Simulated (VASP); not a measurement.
# Si5As3 (Im-3m) in VASP: a series of runs

Runs on Si5As3. Level: PBE. Tasks: relaxation of cell and atoms, single point.

Program: VASP 6.6.1. These are calculated values, not measurements. Logs are shortened: lines on timing, memory, paths and dates and some standing lists are left out, and cuts for length are marked.

## (1) The cell of the first run

Symmetry: Im-3m, No. 229, cubic system. Conventional cell: a = 6.796 Å, b = 6.796 Å, c = 6.796 Å, α = 90.00°, β = 90.00°, γ = 90.00°. Within 3.9 Å of Si (site symmetry -3m) lie 8 Si at 2.94 to 3.40 Å and 6 As at 2.94 Å. Within 3.9 Å of Si (site symmetry m-3m) lie 8 Si at 2.94 Å and 6 As at 3.40 Å. Within 3.9 Å of As (site symmetry 4/mmm) lie 10 Si at 2.94 to 3.40 Å and 4 As at 3.40 Å.

## (2) Relaxation of cell and atoms, PBE

Contents of INCAR:

```
PREC     = Accurate       # precision mode
ENCUT    = 600            # plane-wave cutoff, eV
EDIFF    = 1E-7           # SCF threshold, eV
ISMEAR   = 0              # smearing method
SIGMA    = 0.1            # smearing width, eV
LREAL    = F              # projectors in reciprocal space
LASPH    = T              # aspherical terms in the spheres
NELM     = 100            # most SCF steps
ALGO     = Normal         # electronic algorithm
ISIF     = 3              # what is computed and relaxed
LWAVE    = F              # write WAVECAR
LCHARG   = F              # write CHGCAR
GGA      = PE             # functional
IBRION   = 2              # ionic algorithm
NSW      = 90             # ionic steps
EDIFFG   = -0.04          # ionic threshold
```

Contents of KPOINTS:

```
Automatic mesh
0
Gamma
  4 4 4
```

Contents of POSCAR:

```
Si5As3
1.0
   -3.3982476200      3.3982476200      3.3982476200
    3.3982476200     -3.3982476200      3.3982476200
    3.3982476200      3.3982476200     -3.3982476200
Si As
5 3
Direct
    0.5000000000      0.5000000000      0.5000000000
    0.0000000000      0.0000000000      0.5000000000
    0.0000000000      0.5000000000      0.0000000000
    0.5000000000      0.0000000000      0.0000000000
    0.0000000000      0.0000000000      0.0000000000
    0.0000000000      0.5000000000      0.5000000000
    0.5000000000      0.0000000000      0.5000000000
    0.5000000000      0.5000000000      0.0000000000
```

Potentials or basis: VASP PAW PBE potentials, release 64 (Si, As).

Run with:

```bash
$ cat potpaw_PBE.64/Si/POTCAR potpaw_PBE.64/As/POTCAR > POTCAR
$ mpirun -np 1 vasp_std > vasp.out
```

OUTCAR:

```text
PREC = Accurate
   ENCUT = 600
   EDIFF = 1E-7
   ISMEAR = 0
   LREAL = F
   LASPH = T
   NELM = 100
   ISIF = 3
   GGA = PE
   IBRION = 2
   NSW = 90
   EDIFFG = -0.04

 ion  position               nearest neighbor table
   1  0.500  0.500  0.500-   5 2.94   6 2.94   7 2.94   8 2.94   8 2.94   7 2.94   6 2.94   5 2.94

   2  0.000  0.000  0.500-   5 2.94   6 2.94   7 2.94   8 2.94   5 2.94   6 2.94   7 2.94   8 2.94

   3  0.000  0.500  0.000-   5 2.94   6 2.94   7 2.94   8 2.94   6 2.94   5 2.94   8 2.94   7 2.94
[... 7 lines left out ...]
   7  0.500  0.000  0.500-   1 2.94   2 2.94   3 2.94   4 2.94   4 2.94   1 2.94   2 2.94   3 2.94

   8  0.500  0.500  0.000-   1 2.94   2 2.94   3 2.94   4 2.94   1 2.94   4 2.94   3 2.94   2 2.94

  LATTYP: Found a body centered cubic cell.
 ALAT       =     6.7964952400

  Lattice vectors:

 A1 = (  -3.3982476200,   3.3982476200,   3.3982476200)
 A2 = (   3.3982476200,  -3.3982476200,   3.3982476200)
 A3 = (   3.3982476200,   3.3982476200,  -3.3982476200)

Analysis of symmetry for initial positions (statically):
=====================================================================
 Subroutine PRICEL returns:
 Original cell was already a primitive cell.

 Routine SETGRP: Setting up the symmetry group for a
 body centered cubic supercell.

 Subroutine GETGRP returns: Found 48 space group operations
[... 9 lines left out ...]

 Routine SETGRP: Setting up the symmetry group for a
 body centered cubic supercell.

 Subroutine GETGRP returns: Found 48 space group operations
[... 11 lines left out ...]
                                     Primitive cell

  volume of cell :     156.9730

  direct lattice vectors                    reciprocal lattice vectors
    -3.398247620  3.398247620  3.398247620     0.000000000  0.147134658  0.147134658
     3.398247620 -3.398247620  3.398247620     0.147134658  0.000000000  0.147134658
     3.398247620  3.398247620 -3.398247620     0.147134658  0.147134658  0.000000000

  length of vectors
     5.885937535  5.885937535  5.885937535     0.208079828  0.208079828  0.208079828

  position of ions in fractional coordinates (direct lattice)
     0.500000000  0.500000000  0.500000000
     0.000000000  0.000000000  0.500000000
     0.000000000  0.500000000  0.000000000
     0.500000000  0.000000000  0.000000000
     0.000000000  0.000000000  0.000000000
     0.000000000  0.500000000  0.500000000
     0.500000000  0.000000000  0.500000000
     0.500000000  0.500000000  0.000000000

  ion indices of the primitive-cell ions
   primitive index   ion index
                 1           1
                 2           2
                 3           3
                 4           4
                 5           5
                 6           6
                 7           7
                 8           8

----------------------------------------------------------------------------------------

 KPOINTS: Automatic mesh

Automatic generation of k-mesh.
 Grid dimensions read from file:
 generate k-points for:    4    4    4

 Generating k-lattice:

  Cartesian coordinates                     Fractional coordinates (reciprocal lattice)
     0.000000000  0.036783664  0.036783664     0.250000000  0.000000000  0.000000000
[... 46 lines left out ...]
   IBRION =      2    ionic relax: 0-MD 1-quasi-New 2-CG
   NFREE  =      1    steps in history (QN), initial steepest desc. (CG)
   ISIF   =      3    stress and relaxation
   ISYM   =      2    0-nonsym 1-usesym 2-fastsym
   POTIM  = 0.5000    time-step for ionic-motion
   TEBEG  =    0.0;   TEEND  =   0.0 temperature during run
   PSTRESS=    0.0 pullay stress
   NELECT =      35.0000    total number of electrons
   NUPDOWN=      -1.0000    fix difference up-down
   EMIN   =  10.00;   EMAX   =-10.00  energy-range for DOS
   EFERMI =   0.00;   METHOD = LEGACY
   ISMEAR =     0;   SIGMA  =   0.10  broadening in eV -4-tet -1-fermi 0-gaus
   EFERMI_NEDOS =   21; number of points for ismear=-14 and -15
   IALGO  =     38    algorithm
   IMIX   =      4    mixing-type and parameters
     AMIX     =   0.40;   BMIX     =  1.00
     AMIX_MAG =   1.60;   BMIX_MAG =  1.00
  volume/ion in A,a.u.               =      19.62       132.41
  Fermi-wavevector in a.u.,A,eV,Ry     =   0.992710  1.875950 13.408182  0.985474
  Thomas-Fermi vector in A             =   2.124541
   LORBIT       =      0    0 simple, 1 ext, 2 COOP (PROOUT), +10 PAW based schemes
   GGA     = PE    functional components
   LHFCALC =     F    Hartree Fock is set to
   AEXX    =    0.0000 exact exchange contribution
   IVDW    =     0    specifies the selected vdW correction
   LEPSILON=     F    determine dielectric tensor
   LRPA    =     F    only Hartree local field effects (RPA)
 conjugate gradient relaxation of ions
 non-spin polarized calculation
 Gauss-broadening in eV      SIGMA  =   0.10
  energy-cutoff  :      600.00
  volume of cell :      156.97
 maximum number of plane-waves:      5281
   NGX = 23   NGY = 23   NGZ = 23

--------------------------------------- Ionic step        1  -------------------------------------------

 number of electron      34.9999999 magnetization

 Free energy of the ion-electron system (eV)
  ---------------------------------------------------
  ext. energy  EPLUGINS =         0.00000000
  ---------------------------------------------------
  free energy    TOTEN  =       -36.14249685 eV

  energy without entropy =      -36.13826213  energy(sigma->0) =      -36.14037949

------------------------ aborting loop because EDIFF is reached ----------------------------------------

  FORCE on cell =-STRESS in cart. coord.  units (eV):
  Direction    XX          YY          ZZ          XY          YZ          ZX
  --------------------------------------------------------------------------------------
  -------------------------------------------------------------------------------------
  Total       -9.1884279     -9.1884279     -9.1884279     -0.0000000      0.0000000     -0.0000000
  in kB      -93.7835655    -93.7835655    -93.7835655     -0.0000000      0.0000000     -0.0000000
  external PRESSURE =     -93.7835655 kB  Pullay stress =       0.0000000 kB

 VOLUME and BASIS-vectors are now :
 -----------------------------------------------------------------------------
  energy-cutoff  :      600.00
  volume of cell :      156.97
      direct lattice vectors                 reciprocal lattice vectors
    -3.398247620  3.398247620  3.398247620     0.000000000  0.147134658  0.147134658
     3.398247620 -3.398247620  3.398247620     0.147134658  0.000000000  0.147134658
     3.398247620  3.398247620 -3.398247620     0.147134658  0.147134658  0.000000000

 POSITION                                       TOTAL-FORCE (eV/Angst)
 -----------------------------------------------------------------------------------
      1.69912      1.69912      1.69912         0.000000     -0.000000     -0.000000
      1.69912      1.69912     -1.69912        -0.000000      0.000000     -0.000000
      1.69912     -1.69912      1.69912         0.000000     -0.000000     -0.000000
     -1.69912      1.69912      1.69912        -0.000000      0.000000      0.000000
      0.00000      0.00000      0.00000        -0.000000      0.000000     -0.000000
      3.39825      0.00000      0.00000        -0.000000     -0.000000      0.000000
      0.00000      3.39825      0.00000         0.000000      0.000000      0.000000
      0.00000      0.00000      3.39825         0.000000     -0.000000      0.000000
 -----------------------------------------------------------------------------------
    total drift:                                0.000000     -0.000000      0.000000

  FREE ENERGIE OF THE ION-ELECTRON SYSTEM (eV)
  ---------------------------------------------------
  free  energy   TOTEN  =       -36.1424968479 eV

  energy  without entropy=      -36.1382621275  energy(sigma->0) =      -36.14037949

--------------------------------------- Ionic step        2  -------------------------------------------

 number of electron      35.0000000 magnetization

 Free energy of the ion-electron system (eV)
  ---------------------------------------------------
  ext. energy  EPLUGINS =         0.00000000
  ---------------------------------------------------
  free energy    TOTEN  =       -36.95796107 eV

  energy without entropy =      -36.93458840  energy(sigma->0) =      -36.94627473

 E-fermi :   8.2949     XC(G=0): -10.9394

 val. band max:        8.2924566482   @ k =   0.5000   0.0000   0.0000
 cond. band min:       8.6083386810   @ k =   0.5000   0.5000   0.2500
 fundamental gap:      0.3158820327
 Fermi energy:         8.2948609496

 k-point     1 :       0.0000    0.0000    0.0000
  band No.  band energies     occupation
      1      -6.4156      2.00000
      2      -2.1771      2.00000
      3      -2.1771      2.00000
      4       0.6373      2.00000
      5       1.5375      2.00000
      6       1.5375      2.00000
[... 189 lines left out ...]
     21      10.0248      0.00000
     22      10.0248      0.00000

------------------------ aborting loop because EDIFF is reached ----------------------------------------

  FORCE on cell =-STRESS in cart. coord.  units (eV):
  Direction    XX          YY          ZZ          XY          YZ          ZX
  --------------------------------------------------------------------------------------
  -------------------------------------------------------------------------------------
  Total        0.1591640      0.1591640      0.1591640     -0.0000000     -0.0000000     -0.0000000
  in kB        1.9275216      1.9275216      1.9275216     -0.0000000     -0.0000000     -0.0000000
  external PRESSURE =       1.9275216 kB  Pullay stress =       0.0000000 kB

 VOLUME and BASIS-vectors are now :
 -----------------------------------------------------------------------------
  energy-cutoff  :      600.00
  volume of cell :      132.30
      direct lattice vectors                 reciprocal lattice vectors
    -3.209953204  3.209953204  3.209953204     0.000000000  0.155765511  0.155765511
     3.209953204 -3.209953204  3.209953204     0.155765511  0.000000000  0.155765511
     3.209953204  3.209953204 -3.209953204     0.155765511  0.155765511  0.000000000

 POSITION                                       TOTAL-FORCE (eV/Angst)
 -----------------------------------------------------------------------------------
      1.60498      1.60498      1.60498        -0.000000      0.000000     -0.000000
      1.60498      1.60498      4.81493         0.000000      0.000000     -0.000000
     -1.60498      1.60498      4.81493         0.000000      0.000000      0.000000
      4.81493      1.60498      1.60498        -0.000000      0.000000      0.000000
      6.41991      0.00000      0.00000         0.000000     -0.000000      0.000000
      3.20995      0.00000      0.00000        -0.000000     -0.000000     -0.000000
      0.00000      3.20995      0.00000         0.000000     -0.000000     -0.000000
      0.00000      0.00000      3.20995         0.000000     -0.000000      0.000000
 -----------------------------------------------------------------------------------
    total drift:                                0.000000     -0.000000      0.000000

  FREE ENERGIE OF THE ION-ELECTRON SYSTEM (eV)
  ---------------------------------------------------
  free  energy   TOTEN  =       -36.9579610652 eV

  energy  without entropy=      -36.9345884000  energy(sigma->0) =      -36.94627473

 reached required accuracy - stopping structural energy minimisation
```

Wall time 100 s (1 thread of Intel Xeon 6975P-C, shared host); peak memory 0.34 GiB.

What came out:

```
Free energy                            : -36.9580 eV
Relaxed volume                         : 16.54 Å³/atom
Relaxed cell                           : a = 5.560 Å, b = 5.560 Å, c = 5.560 Å, α = 109.47°, β = 109.47°, γ = 109.47°
Space group after relaxing (to 0.05 Å) : Im-3m (No. 229)
Energy gained by relaxing              : 101.9 meV/atom
Ionic steps                            : 2
Pressure after relaxing                : 0.2 GPa
```

The path:
```tsv
step	energy change (eV)	largest force (eV/Å)	pressure (GPa)	volume (Å³)
1	0.0000	0.0000	-9.38	156.97
2	-0.8155	0.0000	0.19	132.30
```

Final structure:
```
CELL_PARAMETERS angstrom
-3.20995 3.20995 3.20995
3.20995 -3.20995 3.20995
3.20995 3.20995 -3.20995
ATOMIC_POSITIONS crystal
Si 0.50000 0.50000 0.50000
Si 0.00000 0.00000 0.50000
Si 0.00000 0.50000 0.00000
Si 0.50000 0.00000 0.00000
Si 0.00000 0.00000 0.00000
As 0.00000 0.50000 0.50000
As 0.50000 0.00000 0.50000
As 0.50000 0.50000 0.00000
```

Levels at points of the mesh, in eV from the Fermi level:
```csv
k point,band 14,band 15,band 16,band 17,band 18,band 19,band 20,band 21
"(0.00, 0.00, 0.00)",-1.95,-1.32,-1.32,-1.32,2.92,2.92,3.13,3.13
"(0.50, 0.00, 0.00)",-2.15,-1.99,-1.54,-0.85,-0.81,0.00,0.66,1.13
"(0.50, 0.50, 0.50)",-2.44,0.93,0.93,0.93,1.70,1.70,1.70,1.73
```

Caveat: the volume moved by over 15 % at a fixed basis, so the end points are rough.

## (3) Single point, PBE

This run uses another cell than the first one, of 16.46 Å³/atom, 0.839 times its volume.

Contents of INCAR:

```
PREC = Accurate
ENCUT = 520
EDIFF = 1E-6
ISMEAR = 0
SIGMA = 0.1
LREAL = False
LASPH = True
NELM = 60
ALGO = Normal
ISIF = 2
LWAVE = False
LCHARG = True
GGA = PE
LELF = True
LVHAR = True
NBANDS = 28
```

Contents of KPOINTS:

```
regular mesh
0
Gamma
  8 8 8
```

Edit POSCAR of step 2 so:

```diff
@@ -2,5 +2,5 @@
 1.0
-   -3.3982476200      3.3982476200      3.3982476200
-    3.3982476200     -3.3982476200      3.3982476200
-    3.3982476200      3.3982476200     -3.3982476200
+   -3.2050078576      3.2050078576      3.2050078576
+    3.2050078576     -3.2050078576      3.2050078576
+    3.2050078576      3.2050078576     -3.2050078576
 Si As
```

Potentials or basis: VASP PAW PBE potentials, release 64 (Si, As).

Run with:

```bash
$ cat potpaw_PBE.64/Si/POTCAR potpaw_PBE.64/As/POTCAR > POTCAR
$ mpirun -np 1 vasp_std > vasp.out
```

OUTCAR:

```text
PREC = Accurate
   ENCUT = 520
   EDIFF = 1E-6
   ISMEAR = 0
   LREAL = False
   LASPH = True
   NELM = 60
   ISIF = 2
   GGA = PE

 ion  position               nearest neighbor table
   1  0.500  0.500  0.500-   5 2.78   6 2.78   7 2.78   8 2.78   8 2.78   7 2.78   6 2.78   5 2.78

   2  0.000  0.000  0.500-   5 2.78   6 2.78   7 2.78   8 2.78   5 2.78   6 2.78   7 2.78   8 2.78

[... 967 lines left out ...]
  Total        0.0819304      0.0819304      0.0819304      0.0000000     -0.0000000      0.0000000
  in kB        0.9968012      0.9968012      0.9968012      0.0000000     -0.0000000      0.0000000
  external PRESSURE =       0.9968012 kB  Pullay stress =       0.0000000 kB

 VOLUME and BASIS-vectors are now :
 -----------------------------------------------------------------------------
  energy-cutoff  :      520.00
  volume of cell :      131.69
      direct lattice vectors                 reciprocal lattice vectors
    -3.205007858  3.205007858  3.205007858     0.000000000  0.156005858  0.156005858
     3.205007858 -3.205007858  3.205007858     0.156005858  0.000000000  0.156005858
     3.205007858  3.205007858 -3.205007858     0.156005858  0.156005858  0.000000000

 POSITION                                       TOTAL-FORCE (eV/Angst)
 -----------------------------------------------------------------------------------
      1.60250      1.60250      1.60250        -0.000000      0.000000     -0.000000
      1.60250      1.60250     -1.60250         0.000000     -0.000000     -0.000000
      1.60250     -1.60250      1.60250        -0.000000      0.000000     -0.000000
     -1.60250      1.60250      1.60250        -0.000000     -0.000000      0.000000
      0.00000      0.00000      0.00000        -0.000000     -0.000000     -0.000000
      3.20501      0.00000      0.00000         0.000000     -0.000000      0.000000
      0.00000      3.20501      0.00000         0.000000     -0.000000      0.000000
      0.00000      0.00000      3.20501         0.000000      0.000000      0.000000
 -----------------------------------------------------------------------------------
    total drift:                               -0.000000      0.000000     -0.000000

  FREE ENERGIE OF THE ION-ELECTRON SYSTEM (eV)
  ---------------------------------------------------
  free  energy   TOTEN  =       -36.8610188765 eV

  energy  without entropy=      -36.8464883333  energy(sigma->0) =      -36.85375360
```

stdout:

```text
POSCAR found type information on POSCAR SiAs
 POSCAR found :  2 types and       8 ions
 scaLAPACK will be used
 LDA part: xc-table for (Slater+PW92), standard interpolation
 POSCAR, INCAR and KPOINTS ok, starting setup
 FFT: planning ... GRIDC
 FFT: planning ... GRID_SOFT
 FFT: planning ... GRID
 WAVECAR not read
 entering main loop
```

Run time: 2.2 min. Hardware: 1 thread of Intel Xeon 6975P-C, shared host; peak memory 0.29 GiB.

Results:

* Free energy: -36.8610 eV
* Pressure: 0.1 GPa

(Continued in part 2 of 2.)
